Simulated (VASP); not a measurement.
# Y (Fm-3m) in VASP: a series of runs

Y is run at these levels: PBE; tasks: single point.

Everything below comes from runs of VASP 6.6.1. Logs are shortened: lines on timing, memory, paths and dates and some standing lists are left out, and cuts for length are marked.

## 1. The cell of the first run

The structure is cubic, space group Fm-3m (No. 225). Conventional cell: a = 4.856 Å, b = 4.856 Å, c = 4.856 Å, α = 90.00°, β = 90.00°, γ = 90.00°. Y (site symmetry m-3m) has 12 Y at 3.43 Å within 4.5 Å.

This isn't the form of Y at room conditions, which is hcp.

## 2. Single point, PBE (28.62 Å³/atom)

File INCAR:

```
PREC = Accurate
ENCUT = 520
EDIFF = 1E-7
ISMEAR = -1
SIGMA = 0.08
LREAL = False
LASPH = True
NELM = 60
ALGO = Normal
ISIF = 2
LWAVE = False
LCHARG = True
GGA = PE
LELF = True
LVHAR = True
NBANDS = 12
```

File KPOINTS:

```
regular mesh
0
Gamma
  14 14 14
```

File POSCAR:

```
Y
1.0
    0.0000000000      2.4278486344      2.4278486344
    2.4278486344      0.0000000000      2.4278486344
    2.4278486344      2.4278486344      0.0000000000
Y
1
Direct
    0.0000000000      0.0000000000      0.0000000000
```

Potentials or basis: VASP PAW PBE potentials, release 64 (Y_sv).

Run with:

```console
> cat potpaw_PBE.64/Y_sv/POTCAR > POTCAR
> mpirun -np 1 vasp_std > vasp.out
```

OUTCAR:

```text
PREC = Accurate
   ENCUT = 520
   EDIFF = 1E-7
   ISMEAR = -1
   LREAL = False
   LASPH = True
   NELM = 60
   ISIF = 2
   GGA = PE

 ion  position               nearest neighbor table
   1  0.000  0.000  0.000-

  LATTYP: Found a face centered cubic cell.
 ALAT       =     4.8556972688

  Lattice vectors:

 A1 = (   0.0000000000,   2.4278486344,   2.4278486344)
 A2 = (   2.4278486344,   0.0000000000,   2.4278486344)
 A3 = (   2.4278486344,   2.4278486344,   0.0000000000)

Analysis of symmetry for initial positions (statically):
=====================================================================
 Subroutine PRICEL returns:
 Original cell was already a primitive cell.

 Routine SETGRP: Setting up the symmetry group for a
 face centered cubic supercell.

 Subroutine GETGRP returns: Found 48 space group operations
 (whereof 48 operations were pure point group operations)
 out of a pool of 48 trial point group operations.

The static configuration has the point symmetry O_h .

Analysis of symmetry for dynamics (positions and initial velocities):
=====================================================================
 Subroutine PRICEL returns:
 Original cell was already a primitive cell.

 Routine SETGRP: Setting up the symmetry group for a
 face centered cubic supercell.

 Subroutine GETGRP returns: Found 48 space group operations
 (whereof 48 operations were pure point group operations)
 out of a pool of 48 trial point group operations.

The dynamic configuration has the point symmetry O_h .

 Subroutine INISYM returns: Found 48 space group operations
 (whereof 48 operations are pure point group operations),
 and found     1 'primitive' translations

----------------------------------------------------------------------------------------

                                     Primitive cell

  volume of cell :      28.6217

  direct lattice vectors                    reciprocal lattice vectors
     0.000000000  2.427848634  2.427848634    -0.205943646  0.205943646  0.205943646
     2.427848634  0.000000000  2.427848634     0.205943646 -0.205943646  0.205943646
     2.427848634  2.427848634  0.000000000     0.205943646  0.205943646 -0.205943646

  length of vectors
     3.433496466  3.433496466  3.433496466     0.356704859  0.356704859  0.356704859

  position of ions in fractional coordinates (direct lattice)
     0.000000000  0.000000000  0.000000000

  ion indices of the primitive-cell ions
   primitive index   ion index
                 1           1

----------------------------------------------------------------------------------------

 KPOINTS: regular mesh

Automatic generation of k-mesh.
 Grid dimensions read from file:
 generate k-points for:   14   14   14

 Generating k-lattice:

  Cartesian coordinates                     Fractional coordinates (reciprocal lattice)
    -0.014710260  0.014710260  0.014710260     0.071428571  0.000000000  0.000000000
     0.014710260 -0.014710260  0.014710260     0.000000000  0.071428571  0.000000000
     0.014710260  0.014710260 -0.014710260     0.000000000  0.000000000  0.071428571

  Length of vectors
     0.025478918  0.025478918  0.025478918

  Shift w.r.t. Gamma in fractional coordinates (k-lattice)
     0.000000000  0.000000000  0.000000000

 Subroutine IBZKPT returns following result:
 ===========================================

 Found    104 irreducible k-points:

 Following reciprocal coordinates:
            Coordinates               Weight
  0.000000  0.000000  0.000000      1.000000
  0.071429  0.000000  0.000000      8.000000
  0.142857  0.000000  0.000000      8.000000
  0.214286  0.000000  0.000000      8.000000
  0.285714  0.000000  0.000000      8.000000
  0.357143  0.000000  0.000000      8.000000
[... 16 lines left out ...]
  0.214286  0.142857  0.000000     24.000000
  0.285714  0.142857  0.000000     24.000000
 [... further k-points ...]
   k-points           NKPTS =    104   k-points in BZ     NKDIM =    104   number of bands    NBANDS=     12
   number of dos      NEDOS =    301   number of ions     NIONS =      1
   total plane-waves  NPLWV =  21952
   dimension x,y,z NGX =    28 NGY =   28 NGZ =   28
   dimension x,y,z NGXF=    56 NGYF=   56 NGZF=   56
   ions per type =               1
   NGX,Y,Z   is equivalent  to a cutoff of  13.56, 13.56, 13.56 a.u.
   NGXF,Y,Z  is equivalent  to a cutoff of  27.11, 27.11, 27.11 a.u.
 SYSTEM =  unknown system
   PREC   = accura    normal or accurate (medium, high low for compatibility)
   ISTART =      0    job   : 0-new  1-cont  2-samecut
   ICHARG =      2    charge: 1-file 2-atom 10-const
   ISPIN  =      1    spin polarized calculation?
   LNONCOLLINEAR =      F non collinear calculations
   LSORBIT =      F    spin-orbit coupling
   LASPH  =      T    aspherical Exc in radial PAW
   ENCUT  =  520.0 eV  38.22 Ry    6.18 a.u.   6.38  6.38  6.38*2*pi/ulx,y,z
   NELM   =     60;   NELMIN=  2; NELMDL= -5     # of ELM steps
   EDIFF  = 0.1E-06   stopping-criterion for ELM
   LREAL  =      F    real-space projection
   EDIFFG = 0.1E-05   stopping-criterion for IOM
   NSW    =      0    number of steps for IOM
   IBRION =     -1    ionic relax: 0-MD 1-quasi-New 2-CG
   NFREE  =      0    steps in history (QN), initial steepest desc. (CG)
   ISIF   =      2    stress and relaxation
   ISYM   =      2    0-nonsym 1-usesym 2-fastsym
   POTIM  = 0.5000    time-step for ionic-motion
   TEBEG  =    0.0;   TEEND  =   0.0 temperature during run
   PSTRESS=    0.0 pullay stress
   NELECT =      11.0000    total number of electrons
   NUPDOWN=      -1.0000    fix difference up-down
   EMIN   =  10.00;   EMAX   =-10.00  energy-range for DOS
   EFERMI =   0.00;   METHOD = LEGACY
   ISMEAR =    -1;   SIGMA  =   0.08  broadening in eV -4-tet -1-fermi 0-gaus
   EFERMI_NEDOS =   21; number of points for ismear=-14 and -15
   IALGO  =     38    algorithm
   IMIX   =      4    mixing-type and parameters
     AMIX     =   0.40;   BMIX     =  1.00
     AMIX_MAG =   1.60;   BMIX_MAG =  1.00
  volume/ion in A,a.u.               =      28.62       193.15
  Fermi-wavevector in a.u.,A,eV,Ry     =   1.190257  2.249260 19.275537  1.416712
  Thomas-Fermi vector in A             =   2.326346
   LORBIT       =      0    0 simple, 1 ext, 2 COOP (PROOUT), +10 PAW based schemes
   GGA     = PE    functional components
   LHFCALC =     F    Hartree Fock is set to
   AEXX    =    0.0000 exact exchange contribution
   IVDW    =     0    specifies the selected vdW correction
   LEPSILON=     F    determine dielectric tensor
   LRPA    =     F    only Hartree local field effects (RPA)
 non-spin polarized calculation
  energy-cutoff  :      520.00
  volume of cell :       28.62
 maximum number of plane-waves:       785
 NGX is ok and might be reduce to    28
   NGX = 13   NGY = 13   NGZ = 13

 number of electron      11.0000000 magnetization

 Free energy of the ion-electron system (eV)
  ---------------------------------------------------
  ext. energy  EPLUGINS =         0.00000000
  ---------------------------------------------------
  free energy    TOTEN  =        -6.35950437 eV

  energy without entropy =       -6.33106051  energy(sigma->0) =       -6.34528244

 E-fermi :   3.7498     XC(G=0):  -9.9692

 val. band max:        3.7356691669   @ k =   0.5000   0.2857   0.1429
 cond. band min:       3.7601548811   @ k =   0.4286   0.2857   0.1429
 fundamental gap:      0.0244857142
 Fermi energy:         3.7497814885

 k-point     1 :       0.0000    0.0000    0.0000
  band No.  band energies     occupation
      1     -38.6362      2.00000
      2     -18.2150      2.00000
      3     -18.2150      2.00000
      4     -18.2150      2.00000
      5      -1.1804      2.00000
      6       5.6694      0.00000
      7       5.6694      0.00000
      8       5.6694      0.00000
      9       8.0124      0.00000
     10       8.0124      0.00000
     11      13.0851      0.00000
     12      16.7654      0.00000

 k-point     2 :       0.0714    0.0000    0.0000
  band No.  band energies     occupation
      1     -38.6306      2.00000
      2     -18.2609      2.00000
      3     -18.2206      2.00000
      4     -18.2206      2.00000
      5      -1.0327      2.00000
      6       5.5013      0.00000
      7       5.7389      0.00000
      8       5.7389      0.00000
      9       7.9277      0.00000
     10       7.9277      0.00000
     11      13.4279      0.00000
     12      16.1270      0.00000

 k-point     3 :       0.1429    0.0000    0.0000
  band No.  band energies     occupation
      1     -38.6151      2.00000
      2     -18.3874      2.00000
      3     -18.2360      2.00000
      4     -18.2360      2.00000
      5      -0.6129      2.00000
      6       5.1039      0.00000
      7       5.8984      0.00000
      8       5.8984      0.00000
      9       7.7727      0.00000
     10       7.7727      0.00000
     11      14.1696      0.00000
     12      15.2381      0.00000

 k-point     4 :       0.2143    0.0000    0.0000
  band No.  band energies     occupation
      1     -38.5926      2.00000
      2     -18.5652      2.00000
      3     -18.2582      2.00000
      4     -18.2582      2.00000
      5       0.0059      2.00000
      6       4.6794      0.00002
      7       5.9849      0.00000
      8       5.9849      0.00000
      9       7.8052      0.00000
     10       7.8052      0.00000
     11      13.7795      0.00000
     12      15.8373      0.00000

 k-point     5 :       0.2857    0.0000    0.0000
  band No.  band energies     occupation
      1     -38.5674      2.00000
      2     -18.7562      2.00000
      3     -18.2827      2.00000
      4     -18.2827      2.00000
      5       0.6891      2.00000
      6       4.4053      0.00055
      7       5.8733      0.00000
      8       5.8733      0.00000
      9       8.2081      0.00000
     10       8.2081      0.00000
     11      13.0541      0.00000
     12      16.2742      0.00000

 k-point     6 :       0.3571    0.0000    0.0000
  band No.  band energies     occupation
      1     -38.5446      2.00000
      2     -18.9231      2.00000
      3     -18.3045      2.00000
      4     -18.3045      2.00000
      5       1.2423      2.00000
      6       4.4098      0.00052
      7       5.6754      0.00000
      8       5.6754      0.00000
      9       8.8477      0.00000
     10       8.8477      0.00000
     11      12.5776      0.00000
     12      15.1613      0.00000

 k-point     7 :       0.4286    0.0000    0.0000
  band No.  band energies     occupation
      1     -38.5287      2.00000
      2     -19.0359      2.00000
      3     -18.3196      2.00000
      4     -18.3196      2.00000
      5       1.5323      2.00000
      6       4.6446      0.00003
      7       5.5197      0.00000
      8       5.5197      0.00000
      9       9.4588      0.00000
     10       9.4588      0.00000
     11      12.4657      0.00000
     12      13.7967      0.00000

 k-point     8 :       0.5000    0.0000    0.0000
  band No.  band energies     occupation
      1     -38.5230      2.00000
      2     -19.0757      2.00000
      3     -18.3249      2.00000
      4     -18.3249      2.00000
      5       1.6090      2.00000
      6       4.7930      0.00000
      7       5.4629      0.00000
      8       5.4629      0.00000
      9       9.7239      0.00000
     10       9.7239      0.00000
     11      12.8431      0.00000
     12      12.8508      0.00000
[... 166 lines left out ...]
 k-point    20 :      -0.1429    0.0714    0.0000
  band No.  band energies     occupation
      1     -38.6039      2.00000
      2     -18.4585      2.00000
      3     -18.2775      2.00000
      4     -18.2350      2.00000
      5      -0.3034      2.00000
      6       4.8558      0.00000
      7       5.9338      0.00000
      8       6.0484      0.00000
      9       7.3520      0.00000
     10       8.0737      0.00000
     11      14.5318      0.00000
     12      15.2610      0.00000

 k-point    21 :      -0.0714    0.0714    0.0000
  band No.  band energies     occupation
      1     -38.6218      2.00000
      2     -18.3238      2.00000
      3     -18.2463      2.00000
      4     -18.2222      2.00000
      5      -0.7938      2.00000
      6       5.2513      0.00000
      7       5.8474      0.00000
      8       5.8485      0.00000
      9       7.6312      0.00000
     10       7.9977      0.00000
     11      13.9487      0.00000
     12      15.6573      0.00000

 k-point    22 :       0.1429    0.1429    0.0000
  band No.  band energies     occupation
      1     -38.6081      2.00000
      2     -18.3830      2.00000
      3     -18.2732      2.00000
      4     -18.2732      2.00000
      5      -0.4261      2.00000
      6       4.8172      0.00000
      7       6.1218      0.00000
      8       6.1218      0.00000
      9       6.9313      0.00000
     10       8.2831      0.00000
     11      14.7626      0.00000
     12      16.0830      0.00000

 k-point    23 :       0.2143    0.1429    0.0000
  band No.  band energies     occupation
      1     -38.5913      2.00000
      2     -18.4982      2.00000
      3     -18.3018      2.00000
      4     -18.2951      2.00000
      5       0.0375      2.00000
      6       4.4621      0.00027
      7       6.1145      0.00000
      8       6.3367      0.00000
      9       6.7903      0.00000
     10       8.4174      0.00000
     11      15.3829      0.00000
     12      15.8222      0.00000

 k-point    24 :       0.2857    0.1429    0.0000
  band No.  band energies     occupation
      1     -38.5693      2.00000
      2     -18.6545      2.00000
      3     -18.3297      2.00000
      4     -18.3215      2.00000
      5       0.6616      2.00000
      6       4.1551      0.01253
      7       5.6563      0.00000
      8       6.4131      0.00000
      9       7.3249      0.00000
     10       8.7043      0.00000
     11      14.6192      0.00000
     12      16.7089      0.00000

 [... further k-points ...]
[... 5 lines left out ...]
  --------------------------------------------------------------------------------------
  -------------------------------------------------------------------------------------
  Total        1.0546372      1.0546372      1.0546372      0.0000000      0.0000000     -0.0000000
  in kB       59.0362610     59.0362610     59.0362610      0.0000000      0.0000000     -0.0000000
  external PRESSURE =      59.0362610 kB  Pullay stress =       0.0000000 kB

 VOLUME and BASIS-vectors are now :
 -----------------------------------------------------------------------------
  energy-cutoff  :      520.00
  volume of cell :       28.62
      direct lattice vectors                 reciprocal lattice vectors
     0.000000000  2.427848634  2.427848634    -0.205943646  0.205943646  0.205943646
     2.427848634  0.000000000  2.427848634     0.205943646 -0.205943646  0.205943646
     2.427848634  2.427848634  0.000000000     0.205943646  0.205943646 -0.205943646

 POSITION                                       TOTAL-FORCE (eV/Angst)
 -----------------------------------------------------------------------------------
      0.00000      0.00000      0.00000         0.000000      0.000000      0.000000
 -----------------------------------------------------------------------------------
    total drift:                               -0.000000     -0.000000     -0.000000

  FREE ENERGIE OF THE ION-ELECTRON SYSTEM (eV)
  ---------------------------------------------------
  free  energy   TOTEN  =        -6.3595043743 eV

  energy  without entropy=       -6.3310605149  energy(sigma->0) =       -6.34528244
```

Wall time 66 s (1 thread of Intel Xeon 8259CL, shared host); peak memory 0.2 GiB.

Results:

```
Free energy            : -6.3595 eV
Pressure               : 5.9 GPa
Band gap on the k mesh : zero (an odd number of electrons rules out a gap without spin polarisation)
```

Caveat: the cell stands under pressure.

## 3. Single point, PBE

This run uses another cell than the first one, of 32.52 Å³/atom.

File INCAR:

```
SYSTEM = Y
PREC = Accurate
ENCUT = 520
EDIFF = 1E-6
ISMEAR = -1
SIGMA = 0.08
LREAL = .FALSE.
LASPH = .TRUE.
NELM = 100
ALGO = Normal
ISIF = 2
LWAVE = .FALSE.
LCHARG = .FALSE.
GGA = PE
NBANDS = 12
```

File KPOINTS:

```
regular mesh
0
G
  14 14 14
  0 0 0
```

File POSCAR:

```
Y
1.0
    0.0000000000      2.5335377684      2.5335377684
    2.5335377684      0.0000000000      2.5335377684
    2.5335377684      2.5335377684      0.0000000000
Y
1
Direct
    0.0000000000      0.0000000000      0.0000000000
```

Potentials or basis: VASP PAW PBE potentials, release 64 (Y_sv).

Run with:

```console
> cat potpaw_PBE.64/Y_sv/POTCAR > POTCAR
> mpirun -np 1 vasp_std > vasp.out
```

Run time: 63 s. Hardware: 1 thread of Intel Xeon 8259CL, shared host; peak memory 0.2 GiB.

It converged, with:

- Free energy: -6.4240 eV
- Pressure: -0.1 GPa
- Band gap on the k mesh: zero (an odd number of electrons rules out a gap without spin polarisation)

Levels at points of the mesh, in eV from the Fermi level:
| k point | band 1 | band 2 | band 3 | band 4 | band 5 | band 6 | band 7 | band 8 | band 9 | band 10 |
| --- | --- | --- | --- | --- | --- | --- | --- | --- | --- | --- |
| (0.00, 0.00, 0.00) | -42.69 | -22.38 | -22.38 | -22.38 | -4.76 | 1.78 | 1.78 | 1.78 | 3.79 | 3.79 |
| (0.50, 0.00, 0.00) | -42.62 | -22.95 | -22.46 | -22.46 | -1.98 | 0.61 | 1.62 | 1.62 | 5.24 | 5.24 |
| (0.50, 0.50, 0.00) | -42.60 | -22.91 | -22.58 | -22.58 | -1.75 | -0.88 | 2.07 | 5.25 | 5.65 | 5.65 |
